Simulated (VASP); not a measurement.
A run of VASP 6.6.1:

File INCAR:

```
SYSTEM = Mn
PREC = Accurate ; ENCUT = 520
EDIFF = 1E-6 ; ISMEAR = -1
SIGMA = 0.05 ; LREAL = .FALSE.
LASPH = .TRUE. ; NELM = 150
ALGO = Normal ; ISIF = 2
LWAVE = .FALSE. ; LCHARG = .TRUE.
ISPIN = 2 ; MAGMOM = 4 4
LORBIT = 11 ; LMAXMIX = 4
GGA = PS ; LELF = .TRUE.
LVHAR = .TRUE. ; NBANDS = 24
```

The input KPOINTS:

```
Automatic mesh
0
G
  12 12 7
  0 0 0
```

The input POSCAR:

```
Mn
1.0
    2.4051450721      0.0000000000      0.0000000000
   -1.2025725361      2.0829167322      0.0000000000
    0.0000000000      0.0000000000      3.8936222488
Mn
2
Direct
    0.3333333333      0.6666666667      0.2500000000
    0.6666666667      0.3333333333      0.7500000000
```

Potentials or basis: VASP PAW PBE potentials, release 64 (Mn_pv).

Run with:

```bash
$ cat potpaw_PBE.64/Mn_pv/POTCAR > POTCAR
$ mpirun -np 1 vasp_std > vasp.out
```

Hardware: 1 thread of Intel(R) Xeon(R) Platinum 8488C (Sapphire Rapids), on a shared host.

Question: Estimate the wall time of this run.

Answer: Run time: 44 s on 1 thread of Intel(R) Xeon(R) Platinum 8488C (Sapphire Rapids), on a shared host, peak memory 0.16 GiB. Counts: scf iterations 15, k points 76.
